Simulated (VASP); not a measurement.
# Al2O3: single point with r2SCAN+D3(BJ)

Crystal: Al2O3.

```
Al O
1.0
     3.02751    0.00000    0.00000
    -1.51375    2.62190    0.00000
     0.00000    0.00000    7.59980
Al O
2 3
Direct
  0.00000 0.00000 0.27795
  0.00000 0.00000 0.72205
  0.33333 0.66667 0.19945
  0.66667 0.33333 0.80055
  0.00000 0.00000 0.50000
```

```yaml
Program: VASP 6.6.1
Task: single point
Functional: r2SCAN
Dispersion: D3(BJ)
Potentials_or_basis: VASP PAW PBE potentials, release 64 (Al, O)
Cutoff: 520 eV
k_mesh: 12 × 12 × 4
Occupations: fermi-dirac, width 0.01 eV
Spin: no spin polarisation
Dipole_correction: no
Further_INCAR_settings: ALGO = Normal; EDIFF = 1e-06; NBANDS = 20
```

```json
{"Pressure": "-8.2 GPa", "Largest force": "0.493 eV/Å", "Band gap on the k mesh": "2.88 eV, direct", "Dispersion energy per atom": "-0.078 eV"}
```

Forces in eV/Å, atoms in the order of the input:
```
Al   0.000  0.000  0.195
Al   0.000  0.000 -0.195
O    0.000  0.000  0.493
O    0.000  0.000 -0.493
O    0.000  0.000  0.000
```

Stress tensor (GPa, compression positive):
```
-7.93  0.00  0.00
 0.00 -7.93  0.00
 0.00  0.00 -8.69
```

Levels at points of the mesh, in eV from the valence-band top:
| k point | band 9 | band 10 | band 11 | band 12 | band 13 | band 14 | band 15 | band 16 |
| --- | --- | --- | --- | --- | --- | --- | --- | --- |
| (0.00, 0.00, 0.00) | -3.82 | -2.43 | 0.00 | 0.00 | 2.88 | 4.95 | 8.02 | 11.39 |
| (0.50, 0.00, 0.00) | -3.59 | -3.20 | -1.79 | -0.49 | 5.26 | 6.92 | 8.91 | 9.72 |
| (0.00, 0.00, 0.50) | -3.73 | -3.16 | 0.00 | 0.00 | 3.81 | 3.97 | 8.89 | 9.45 |
| (0.50, 0.00, 0.50) | -3.47 | -3.43 | -1.73 | -0.48 | 5.75 | 6.26 | 8.88 | 9.37 |

Wall time 110 s on 1 thread of Intel(R) Xeon(R) 6975P-C (Granite Rapids), on a shared host, peak memory 0.22 GiB.

Caveat: the PAW data sets were made with another functional, which shifts forces and pressure a little. r2SCAN opens gaps a little over a GGA but as a rule still falls short of measured ones.
